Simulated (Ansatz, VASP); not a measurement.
Two plane-wave programs on SrTaO2

INCAR

```
SYSTEM = SrTaO2
  ALGO = Normal
  EDIFF = 1E-7
  EDIFFG = -0.08
  ENCUT = 600
  GGA = PE
  IBRION = 2
  ISIF = 3
  ISMEAR = 0
  LASPH = .TRUE.
  LCHARG = .FALSE.
  LREAL = Auto
  LWAVE = .FALSE.
  NELM = 80
  NSW = 36
  PREC = Accurate
  SIGMA = 0.2
```

File KPOINTS:

```
k-points
0
G
  4 4 1
  0 0 0
```

Contents of POSCAR:

```
SrTaO2
1.0
    3.8500000000      0.0000000000      0.0000000000
    0.0000000000      3.8500000000      0.0000000000
    0.0000000000      0.0000000000     16.4000000000
Sr Ta O
4 4 8
Direct
    0.5000000000      0.0000000000      0.5950000000
    0.5000000000      0.0000000000      0.8250000000
    0.0000000000      0.5000000000      0.4050000000
    0.0000000000      0.5000000000      0.1750000000
    0.0000000000      0.5000000000      0.7070000000
    0.0000000000      0.5000000000      0.9600000000
    0.5000000000      0.0000000000      0.2930000000
    0.5000000000      0.0000000000      0.0400000000
    0.5000000000      0.5000000000      0.7070000000
    0.0000000000      0.0000000000      0.7070000000
    0.0000000000      0.5000000000      0.8320000000
    0.0000000000      0.5000000000      0.5820000000
    0.5000000000      0.5000000000      0.2930000000
    0.0000000000      0.0000000000      0.2930000000
    0.5000000000      0.0000000000      0.1680000000
    0.5000000000      0.0000000000      0.4180000000
```

Input for Ansatz:

```yaml
crystal:
  lattice:
    - [3.85, 0.0, 0.0]
    - [0.0, 3.85, 0.0]
    - [0.0, 0.0, 16.4]
  atoms:
    - { symbol: Sr, position: [0.5, 0.0, 0.595] }
    - { symbol: Sr, position: [0.5, 0.0, 0.825] }
    - { symbol: Sr, position: [0.0, 0.5, 0.405] }
    - { symbol: Sr, position: [0.0, 0.5, 0.175] }
    - { symbol: Ta, position: [0.0, 0.5, 0.707] }
    - { symbol: Ta, position: [0.0, 0.5, 0.96] }
    - { symbol: Ta, position: [0.5, 0.0, 0.293] }
    - { symbol: Ta, position: [0.5, 0.0, 0.04] }
    - { symbol: O, position: [0.5, 0.5, 0.707] }
    - { symbol: O, position: [0.0, 0.0, 0.707] }
    - { symbol: O, position: [0.0, 0.5, 0.832] }
    - { symbol: O, position: [0.0, 0.5, 0.582] }
    - { symbol: O, position: [0.5, 0.5, 0.293] }
    - { symbol: O, position: [0.0, 0.0, 0.293] }
    - { symbol: O, position: [0.5, 0.0, 0.168] }
    - { symbol: O, position: [0.5, 0.0, 0.418] }
basis:
  ecutwfc: 420
kpoints:
  mp_grid: { grid: [4, 4, 1] }
hamiltonian:
  xc: pbe
scf:
  occupations: { method: gaussian, width: 0.2 }
  lower_state_search: "off"
output:
  forces: true
  stress: true
  eigenvalues: true
relax:
  adjacent_minimum: "off"
  f_tol: 0.08
  max_steps: 16
  cell: { stress_tol: 0.8 }
```

Alike in both runs: task relaxation of cell and atoms; functional PBE; k mesh 4 × 4 × 1; occupations gaussian, width 0.2 eV; no spin polarisation.

|  | VASP | Ansatz |
| --- | --- | --- |
| version | VASP 6.6.1 | Ansatz 0.2.0 |
| potentials or method | VASP PAW PBE potentials, release 64 (Sr_sv, Ta_pv, O), cutoff 600 eV | scalar-relativistic, plane waves, PAW |
| valence electrons in the cell | 132 | 140 |

|  | VASP | Ansatz | Ansatz less VASP |
| --- | --- | --- | --- |
| gap on the k mesh at the Fermi level, each at its own relaxed structure (eV) | none | none | - |
| relaxed volume (Å³/atom) | 15.65 | 15.57 | -0.084 |
| relaxed length of the cell vector where the two differ most in proportion (Å) | 16.000 | 15.963 | -0.0367 |

A gap of «none» marks a metal or a gap that the smearing closes. VASP's potentials hold 132 valence electrons a cell and Ansatz's 140, so a difference there can come from the potentials and not from the codes.

The k mesh is coarse, so the values compare programs but aren't converged. Neither program's run includes spin-orbit coupling.
